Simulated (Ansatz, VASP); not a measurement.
**Cu: VASP beside Ansatz**

```xyz
1
Lattice="0.0000 1.8075 1.8075 1.8075 0.0000 1.8075 1.8075 1.8075 0.0000" Properties=species:S:1:pos:R:3 pbc="T T T"
Cu    0.0000    0.0000    0.0000
```

Alike in both runs: task single point; functional LDA; k mesh 19 × 19 × 19; occupations fermi-dirac, width 0.08 eV; no spin polarisation.

|  | VASP | Ansatz |
| --- | --- | --- |
| version | VASP 6.6.1 | Ansatz 0.2.0 |
| potentials or method | VASP PAW LDA potentials, release 64 (Cu), cutoff 520 eV | all-electron LAPW, scalar-relativistic |

|  | VASP | Ansatz | Ansatz less VASP |
| --- | --- | --- | --- |
| pressure (GPa) | -11.8 | -12.6 | -0.85 |

LDA's correlation is that of Perdew and Zunger in VASP and of Perdew and Wang (1992) in Ansatz. Ansatz ran all-electron here, and VASP with PAW potentials.
